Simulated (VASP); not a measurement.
Here is a VASP 6.6.1 calculation.

Contents of INCAR:

```
SYSTEM = InSb
PREC     = Accurate       ! precision mode
ENCUT    = 520            ! plane-wave cutoff, eV
EDIFF    = 1E-6           ! SCF threshold, eV
ISMEAR   = 0              ! smearing method
SIGMA    = 0.15           ! smearing width, eV
LREAL    = .False.        ! projectors in reciprocal space
LASPH    = .True.         ! aspherical terms in the spheres
NELM     = 100            ! most SCF steps
ALGO     = Normal         ! electronic algorithm
ISIF     = 2              ! what is computed and relaxed
LWAVE    = .False.        ! write WAVECAR
LCHARG   = .False.        ! write CHGCAR
GGA      = PE             ! functional
NBANDS   = 16             ! bands
```

The input KPOINTS:

```
Automatic mesh
0
Gamma
  14 14 14
  0 0 0
```

Contents of POSCAR:

```
InSb
1.0
    0.0000000000      3.2853719574      2.9098539427
    3.2853719574      0.0000000000      2.9098539427
    3.2853719574      3.2853719574      0.0000000000
In Sb
1 1
Direct
    0.0000000000      0.0000000000      0.0000000000
    0.5000000000      0.5000000000      0.5000000000
```

Potentials or basis: VASP PAW PBE potentials, release 64 (In_d, Sb).

The run is started by

```console
$ cat potpaw_PBE.64/In_d/POTCAR potpaw_PBE.64/Sb/POTCAR > POTCAR
$ mpirun -np 1 vasp_std > vasp.out
```

(1) Predict the pressure.

(2) What does it give for the band gap on the k mesh?

## Answers

(1) -1.6 GPa.

(2) zero (bands 9 and 10 overlap by 2.67 eV).

Caveat: spin-orbit coupling is left out, which moves the levels of the heavy elements.
